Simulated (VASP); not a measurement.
BAs: single point with r2SCAN

The system is BAs.

```
CELL_PARAMETERS angstrom
0.00000 2.39192 2.39192
2.39192 0.00000 2.39192
2.39192 2.39192 0.00000
ATOMIC_POSITIONS crystal
B 0.00000 0.00000 0.00000
As 0.75000 0.75000 0.75000
```

```json
{
 "Program": "VASP 6.6.1",
 "Task": "single point",
 "Functional": "r2SCAN",
 "Potentials or basis": "VASP PAW PBE potentials, release 64 (B, As)",
 "Cutoff": "520 eV",
 "k mesh": "10 × 10 × 10",
 "Occupations": "gaussian, width 0.05 eV",
 "Spin": "no spin polarisation"
}
```

```json
{
 "Pressure": "0.2 GPa",
 "Band gap on the k mesh": "1.37 eV, indirect (least direct gap 3.44 eV)"
}
```

Levels at points of the mesh, in eV from the valence-band top:
```tsv
k point	band 1	band 2	band 3	band 4	band 5	band 6	band 7	band 8
(0.00, 0.00, 0.00)	-16.12	0.00	0.00	0.00	3.44	3.44	3.44	5.09
(0.50, 0.00, 0.00)	-13.11	-9.21	-1.93	-1.93	2.95	5.05	5.05	9.57
(0.50, 0.50, 0.00)	-11.68	-9.04	-4.29	-4.29	1.62	1.70	12.12	12.12
```

Wall time 69 s on 1 thread of Intel Xeon 6455B (shared host), peak memory 0.17 GiB.

Caveat: the PAW data sets were made with another functional, which shifts forces and pressure a little. A k mesh can miss the band edges.
